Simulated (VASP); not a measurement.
WSe4:

```xyz
5
Lattice="5.2206 0.0000 0.0000 0.0000 5.2206 0.0000 0.0000 0.0000 5.2206" Properties=species:S:1:pos:R:3 pbc="T T T"
W     0.0000    0.0000    0.0000
Se    1.3052    1.3052    1.3052
Se    3.9155    3.9155    1.3052
Se    1.3052    3.9155    3.9155
Se    3.9155    1.3052    3.9155
```

| Property | Result |
| --- | --- |
| Program | VASP 6.6.1 |
| Task | relaxation of cell and atoms |
| Functional | PBE |
| Potentials or basis | VASP PAW PBE potentials, release 64 (W_sv, Se) |
| Cutoff | 600 eV |
| k mesh | 4 × 4 × 4 |
| Occupations | gaussian, width 0.1 eV |
| Spin | no spin polarisation |

At the start: pressure 6.1 GPa; volume 28.46 Å³/atom.

**Question.** How do energy, volume and symmetry change on relaxing?

**Answer.** Over 8 steps the energy falls by 48.2 meV/atom and the volume is 32.42 Å³/atom (+13.9 %); space group P-43m (No. 215, to 0.05 Å).

The path:
| step | energy change (eV) | largest force (eV/Å) | pressure (GPa) | volume (Å³) |
| --- | --- | --- | --- | --- |
| 1 | 0.0000 | 1.3873 | 6.12 | 142.29 |
| 2 | 0.3637 | 2.1116 | -6.66 | 165.88 |
| 3 | -0.2048 | 0.2215 | 0.09 | 150.37 |
| 4 | -0.2051 | 0.1732 | 0.28 | 150.07 |
| 5 | -0.2051 | 0.1469 | 0.38 | 149.91 |
| 6 | -0.2114 | 0.1348 | 0.33 | 151.10 |
| 7 | -0.2265 | 0.0948 | 0.21 | 154.70 |
| 8 | -0.2409 | 0.0001 | 0.11 | 162.08 |

Final structure:
```xyz
5
Lattice="5.4523 0.0000 0.0000 0.0000 5.4523 0.0000 0.0000 0.0000 5.4523" Properties=species:S:1:pos:R:3 pbc="T T T"
W     5.4523    0.0000    0.0000
Se    1.3394    1.3394    1.3394
Se    4.1129    4.1129    1.3394
Se    1.3394    4.1129    4.1129
Se    4.1129    1.3394    4.1129
```
